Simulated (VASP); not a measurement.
# HgTe (P6_3mc) in VASP: settings compared

The runs below take HgTe through single point, with LDA, PBEsol.

Program: VASP 6.6.1. These are calculated values, not measurements. Logs are shortened: lines on timing, memory, paths and dates and some standing lists are left out, and cuts for length are marked.

### Step 1. The cell of the first run

The structure is hexagonal, space group P6_3mc (No. 186). The conventional cell has a = 4.545 Å, b = 4.545 Å, c = 7.458 Å, α = 90.00°, β = 90.00°, γ = 120.00°. Within 3.7 Å of Hg (site symmetry 3m) lie 4 Te at 2.79 Å. Te (site symmetry 3m) has 4 Hg at 2.79 Å within 3.7 Å.

### Step 2. Single point, LDA

INCAR reads:

```
PREC = Accurate
ENCUT = 520
EDIFF = 1E-6
ISMEAR = -1
SIGMA = 0.02
LREAL = False
LASPH = True
NELM = 60
ALGO = Normal
ISIF = 2
LWAVE = False
LCHARG = False
NBANDS = 26
```

KPOINTS reads:

```
regular mesh
0
Gamma
  6 6 4
```

POSCAR reads:

```
HgTe
1.0
    4.5447191806      0.0000000000      0.0000000000
   -2.2723595903      3.9358422634      0.0000000000
    0.0000000000      0.0000000000      7.4581798209
Hg Te
2 2
Direct
    0.3333333333      0.6666666667      0.0003982214
    0.6666666667      0.3333333333      0.5003982214
    0.3333333333      0.6666666667      0.3746017786
    0.6666666667      0.3333333333      0.8746017786
```

Potentials or basis: VASP PAW LDA potentials, release 64 (Hg, Te).

Run with:

```console
cat potpaw_LDA.64/Hg/POTCAR potpaw_LDA.64/Te/POTCAR > POTCAR
mpirun -np 1 vasp_std > vasp.out
```

OUTCAR:

```text
PREC = Accurate
   ENCUT = 520
   EDIFF = 1E-6
   ISMEAR = -1
   LREAL = False
   LASPH = True
   NELM = 60
   ISIF = 2

 ion  position               nearest neighbor table
   1  0.333  0.667  0.000-   4 2.79   4 2.79   4 2.79   3 2.79
   2  0.667  0.333  0.500-   3 2.79   3 2.79   3 2.79   4 2.79
   3  0.333  0.667  0.375-   2 2.79   2 2.79   2 2.79   1 2.79
   4  0.667  0.333  0.875-   1 2.79   1 2.79   1 2.79   2 2.79

  LATTYP: Found a hexagonal cell.
 ALAT       =     4.5447191806
 C/A-ratio  =     1.6410650525

  Lattice vectors:

 A1 = (   4.5447191806,   0.0000000000,   0.0000000000)
 A2 = (  -2.2723595903,   3.9358422634,   0.0000000000)
 A3 = (   0.0000000000,   0.0000000000,   7.4581798209)

Analysis of symmetry for initial positions (statically):
=====================================================================
 Subroutine PRICEL returns:
 Original cell was already a primitive cell.

 Routine SETGRP: Setting up the symmetry group for a
 hexagonal supercell.

 Subroutine GETGRP returns: Found 12 space group operations
 (whereof  6 operations were pure point group operations)
 out of a pool of 24 trial point group operations.

The static configuration has the point symmetry C_3v.
 The point group associated with its full space group is C_6v.

Analysis of symmetry for dynamics (positions and initial velocities):
=====================================================================
 Subroutine PRICEL returns:
 Original cell was already a primitive cell.

 Routine SETGRP: Setting up the symmetry group for a
 hexagonal supercell.

 Subroutine GETGRP returns: Found 12 space group operations
 (whereof  6 operations were pure point group operations)
 out of a pool of 24 trial point group operations.

The dynamic configuration has the point symmetry C_3v.
 The point group associated with its full space group is C_6v.

 Subroutine INISYM returns: Found 12 space group operations
 (whereof  6 operations are pure point group operations),
 and found     1 'primitive' translations

----------------------------------------------------------------------------------------

                                     Primitive cell

  volume of cell :     133.4067

  direct lattice vectors                    reciprocal lattice vectors
     4.544719181  0.000000000  0.000000000     0.220035597  0.127037611  0.000000000
    -2.272359590  3.935842263  0.000000000     0.000000000  0.254075223  0.000000000
     0.000000000  0.000000000  7.458179821     0.000000000  0.000000000  0.134080972

  length of vectors
     4.544719181  4.544719181  7.458179821     0.254075223  0.254075223  0.134080972

  position of ions in fractional coordinates (direct lattice)
     0.333333333  0.666666667  0.000398221
     0.666666667  0.333333333  0.500398221
     0.333333333  0.666666667  0.374601779
     0.666666667  0.333333333  0.874601779

  ion indices of the primitive-cell ions
   primitive index   ion index
                 1           1
                 2           2
                 3           3
                 4           4

----------------------------------------------------------------------------------------

 KPOINTS: regular mesh

Automatic generation of k-mesh.
 Grid dimensions read from file:
 generate k-points for:    6    6    4

 Generating k-lattice:

  Cartesian coordinates                     Fractional coordinates (reciprocal lattice)
     0.036672600  0.021172935  0.000000000     0.166666667  0.000000000  0.000000000
     0.000000000  0.042345870  0.000000000     0.000000000  0.166666667  0.000000000
     0.000000000  0.000000000  0.033520243     0.000000000  0.000000000  0.250000000

  Length of vectors
     0.042345870  0.042345870  0.033520243

  Shift w.r.t. Gamma in fractional coordinates (k-lattice)
     0.000000000  0.000000000  0.000000000

 Subroutine IBZKPT returns following result:
 ===========================================

 Found     21 irreducible k-points:

 Following reciprocal coordinates:
            Coordinates               Weight
  0.000000  0.000000  0.000000      1.000000
  0.166667  0.000000  0.000000      6.000000
  0.333333 -0.000000  0.000000      6.000000
  0.500000  0.000000  0.000000      3.000000
  0.166667  0.166667  0.000000      6.000000
  0.333333  0.166667  0.000000     12.000000
[... 13 lines left out ...]
  0.333333  0.166667  0.500000     12.000000
  0.333333  0.333333  0.500000      2.000000
   k-points           NKPTS =     21   k-points in BZ     NKDIM =     21   number of bands    NBANDS=     26
   number of dos      NEDOS =    301   number of ions     NIONS =      4
   total plane-waves  NPLWV =  72576
   dimension x,y,z NGX =    36 NGY =   36 NGZ =   56
   dimension x,y,z NGXF=    72 NGYF=   72 NGZF=  112
   ions per type =               2   2
   NGX,Y,Z   is equivalent  to a cutoff of  13.17, 13.17, 12.48 a.u.
   NGXF,Y,Z  is equivalent  to a cutoff of  26.34, 26.34, 24.97 a.u.
 SYSTEM =  unknown system
   PREC   = accura    normal or accurate (medium, high low for compatibility)
   ISTART =      0    job   : 0-new  1-cont  2-samecut
   ICHARG =      2    charge: 1-file 2-atom 10-const
   ISPIN  =      1    spin polarized calculation?
   LNONCOLLINEAR =      F non collinear calculations
   LSORBIT =      F    spin-orbit coupling
   LASPH  =      T    aspherical Exc in radial PAW
   ENCUT  =  520.0 eV  38.22 Ry    6.18 a.u.   8.45  8.45 13.87*2*pi/ulx,y,z
   NELM   =     60;   NELMIN=  2; NELMDL= -5     # of ELM steps
   EDIFF  = 0.1E-05   stopping-criterion for ELM
   LREAL  =      F    real-space projection
   EDIFFG = 0.1E-04   stopping-criterion for IOM
   NSW    =      0    number of steps for IOM
   IBRION =     -1    ionic relax: 0-MD 1-quasi-New 2-CG
   NFREE  =      0    steps in history (QN), initial steepest desc. (CG)
   ISIF   =      2    stress and relaxation
   ISYM   =      2    0-nonsym 1-usesym 2-fastsym
   POTIM  = 0.5000    time-step for ionic-motion
   TEBEG  =    0.0;   TEEND  =   0.0 temperature during run
   PSTRESS=    0.0 pullay stress
   NELECT =      36.0000    total number of electrons
   NUPDOWN=      -1.0000    fix difference up-down
   EMIN   =  10.00;   EMAX   =-10.00  energy-range for DOS
   EFERMI =   0.00;   METHOD = LEGACY
   ISMEAR =    -1;   SIGMA  =   0.02  broadening in eV -4-tet -1-fermi 0-gaus
   EFERMI_NEDOS =   21; number of points for ismear=-14 and -15
   IALGO  =     38    algorithm
   IMIX   =      4    mixing-type and parameters
     AMIX     =   0.40;   BMIX     =  1.00
     AMIX_MAG =   1.60;   BMIX_MAG =  1.00
  volume/ion in A,a.u.               =      33.35       225.07
  Fermi-wavevector in a.u.,A,eV,Ry     =   1.057913  1.999165 15.227357  1.119179
  Thomas-Fermi vector in A             =   2.193203
   LORBIT       =      0    0 simple, 1 ext, 2 COOP (PROOUT), +10 PAW based schemes
   GGA     = CA    functional components
   LHFCALC =     F    Hartree Fock is set to
   AEXX    =    0.0000 exact exchange contribution
   IVDW    =     0    specifies the selected vdW correction
   LEPSILON=     F    determine dielectric tensor
   LRPA    =     F    only Hartree local field effects (RPA)
 non-spin polarized calculation
  energy-cutoff  :      520.00
  volume of cell :      133.41
 maximum number of plane-waves:      3633
 NGX is ok and might be reduce to    36
   NGX = 17   NGY = 17   NGZ = 27

 number of electron      36.0000007 magnetization

 Free energy of the ion-electron system (eV)
  ---------------------------------------------------
  ext. energy  EPLUGINS =         0.00000000
  ---------------------------------------------------
  free energy    TOTEN  =       -10.02854109 eV

  energy without entropy =      -10.02814252  energy(sigma->0) =      -10.02834180

 E-fermi :   3.0525     XC(G=0):  -9.1473

 val. band max:        3.0522030451   @ k =   0.0000   0.0000   0.0000
 cond. band min:       3.5001043674   @ k =   0.0000   0.0000   0.0000
 fundamental gap:      0.4479013223
 Fermi energy:         3.0525150892

 k-point     1 :       0.0000    0.0000    0.0000
  band No.  band energies     occupation
      1      -9.0920      2.00000
      2      -8.4995      2.00000
      3      -4.4081      2.00000
      4      -4.3940      2.00000
      5      -4.3940      2.00000
      6      -4.2965      2.00000
[... 18 lines left out ...]
     25       8.4311      0.00000
     26       9.2267      0.00000

 k-point     2 :       0.1667    0.0000    0.0000
  band No.  band energies     occupation
      1      -8.9688      2.00000
      2      -8.4345      2.00000
      3      -4.3772      2.00000
      4      -4.3600      2.00000
      5      -4.3580      2.00000
      6      -4.2561      2.00000
[... 18 lines left out ...]
     25       9.1372      0.00000
     26       9.3818      0.00000

 k-point     3 :       0.3333   -0.0000    0.0000
  band No.  band energies     occupation
      1      -8.6857      2.00000
      2      -8.3213      2.00000
      3      -4.3208      2.00000
      4      -4.2988      2.00000
      5      -4.2333      2.00000
      6      -4.1355      2.00000
[... 18 lines left out ...]
     25       9.6011      0.00000
     26      10.0255      0.00000

 k-point     4 :       0.5000    0.0000    0.0000
  band No.  band energies     occupation
      1      -8.5048      2.00000
      2      -8.2933      2.00000
      3      -4.3040      2.00000
      4      -4.2777      2.00000
      5      -4.0863      2.00000
      6      -4.0828      2.00000
[... 18 lines left out ...]
     25      10.2491      0.00000
     26      10.7249      0.00000
[... 409 lines left out ...]
      1      -8.5538      2.00000
      2      -8.5538      2.00000
      3      -4.2770      2.00000
      4      -4.2770      2.00000
      5      -4.2409      2.00000
      6      -4.2409      2.00000
[... 18 lines left out ...]
     25       9.0334      0.00000
     26       9.0334      0.00000

 k-point    20 :       0.3333    0.1667    0.5000
  band No.  band energies     occupation
      1      -8.3914      2.00000
      2      -8.3914      2.00000
      3      -4.2521      2.00000
      4      -4.2521      2.00000
      5      -4.1866      2.00000
      6      -4.1866      2.00000
[... 18 lines left out ...]
     25       9.5643      0.00000
     26       9.5643      0.00000

 k-point    21 :       0.3333    0.3333    0.5000
  band No.  band energies     occupation
      1      -8.3369      2.00000
      2      -8.3369      2.00000
      3      -4.2109      2.00000
      4      -4.2109      2.00000
      5      -4.1898      2.00000
      6      -4.1898      2.00000
[... 18 lines left out ...]
     25      10.1367      0.00000
     26      10.1367      0.00000

------------------------ aborting loop because EDIFF is reached ----------------------------------------

  FORCE on cell =-STRESS in cart. coord.  units (eV):
  Direction    XX          YY          ZZ          XY          YZ          ZX
  --------------------------------------------------------------------------------------
  -------------------------------------------------------------------------------------
  Total        0.2152196      0.2152196      0.2212997      0.0000000      0.0000000      0.0000000
  in kB        2.5847273      2.5847273      2.6577479      0.0000000      0.0000000      0.0000000
  external PRESSURE =       2.6090675 kB  Pullay stress =       0.0000000 kB

 VOLUME and BASIS-vectors are now :
 -----------------------------------------------------------------------------
  energy-cutoff  :      520.00
  volume of cell :      133.41
      direct lattice vectors                 reciprocal lattice vectors
     4.544719181  0.000000000  0.000000000     0.220035597  0.127037611  0.000000000
    -2.272359590  3.935842263  0.000000000     0.000000000  0.254075223  0.000000000
     0.000000000  0.000000000  7.458179821     0.000000000  0.000000000  0.134080972

 POSITION                                       TOTAL-FORCE (eV/Angst)
 -----------------------------------------------------------------------------------
     -0.00000      2.62389      0.00297         0.000000     -0.000000      0.001673
      2.27236      1.31195      3.73206         0.000000      0.000000      0.001673
     -0.00000      2.62389      2.79385        -0.000000      0.000000     -0.001673
      2.27236      1.31195      6.52294        -0.000000      0.000000     -0.001673
 -----------------------------------------------------------------------------------
    total drift:                               -0.000000      0.000000      0.000980

  FREE ENERGIE OF THE ION-ELECTRON SYSTEM (eV)
  ---------------------------------------------------
  free  energy   TOTEN  =       -10.0285410917 eV

  energy  without entropy=      -10.0281425152  energy(sigma->0) =      -10.02834180
```

Run time: 37 s. Hardware: 1 thread of AMD EPYC 9R45 (Zen 5), shared host; peak memory 0.21 GiB.

Results:

```yaml
Free_energy: -10.0285 eV
Pressure: 0.3 GPa
Band_gap_on_the_k_mesh: zero (filled and empty bands touch)
```

Caveat: the structure was generated, so it needn't be the stable form of HgTe; semilocal functionals underestimate gaps, and a narrow one can read as zero; spin-orbit coupling is left out, which moves the levels of the heavy elements.

### Step 3. Single point, PBEsol

This run uses another cell than the first one, of 34.54 Å³/atom.

INCAR reads:

```
SYSTEM = HgTe
PREC = Accurate
ENCUT = 520
EDIFF = 1E-6
ISMEAR = -1
SIGMA = 0.02
LREAL = .False.
LASPH = .True.
NELM = 80
ALGO = Normal
ISIF = 2
LWAVE = .False.
LCHARG = .True.
GGA = PS
LELF = .True.
LVHAR = .True.
NBANDS = 26
```

KPOINTS reads:

```
regular mesh
0
Gamma
  6 6 4
  0 0 0
```

POSCAR reads:

```
HgTe
1.0
    4.5988005572      0.0000000000      0.0000000000
   -2.2994002786      3.9826781095      0.0000000000
    0.0000000000      0.0000000000      7.5443013310
Hg Te
2 2
Direct
    0.3333333333      0.6666666667      0.0003271135
    0.6666666667      0.3333333333      0.5003271135
    0.3333333333      0.6666666667      0.3746728865
    0.6666666667      0.3333333333      0.8746728865
```

Potentials or basis: VASP PAW PBE potentials, release 64 (Hg, Te).

Run with:

```console
cat potpaw_PBE.64/Hg/POTCAR potpaw_PBE.64/Te/POTCAR > POTCAR
mpirun -np 1 vasp_std > vasp.out
```

Wall time 41 s (1 thread of AMD EPYC 9R45 (Zen 5), shared host); peak memory 0.25 GiB.

The run converged. Its results:

```
Free energy            : -8.7094 eV
Pressure               : 0.1 GPa
Band gap on the k mesh : zero (filled and empty bands touch)
```

Levels at points of the mesh, in eV from the Fermi level:
| k point | band 14 | band 15 | band 16 | band 17 | band 18 | band 19 | band 20 | band 21 | band 22 | band 23 |
| --- | --- | --- | --- | --- | --- | --- | --- | --- | --- | --- |
| (0.00, 0.00, 0.00) | -0.96 | -0.96 | -0.83 | -0.09 | 0.00 | 0.00 | 0.49 | 4.18 | 4.18 | 4.36 |
| (0.50, 0.00, 0.00) | -4.72 | -3.10 | -2.20 | -1.60 | -0.96 | 1.60 | 1.72 | 3.95 | 4.93 | 4.99 |
| (0.00, 0.00, 0.50) | -3.39 | -0.52 | -0.52 | -0.52 | -0.52 | 0.88 | 0.88 | 4.70 | 4.70 | 4.70 |
| (0.50, 0.00, 0.50) | -5.30 | -1.73 | -1.73 | -1.63 | -1.63 | 1.37 | 1.37 | 3.50 | 3.50 | 6.45 |

Caveat: the structure was generated, so it needn't be the stable form of HgTe; semilocal functionals underestimate gaps, and a narrow one can read as zero; the PAW data sets were made with another functional, which shifts forces and pressure a little; spin-orbit coupling is left out, which moves the levels of the heavy elements.

The gap in the log of VASP goes by the Fermi energy; the results here count the filled bands.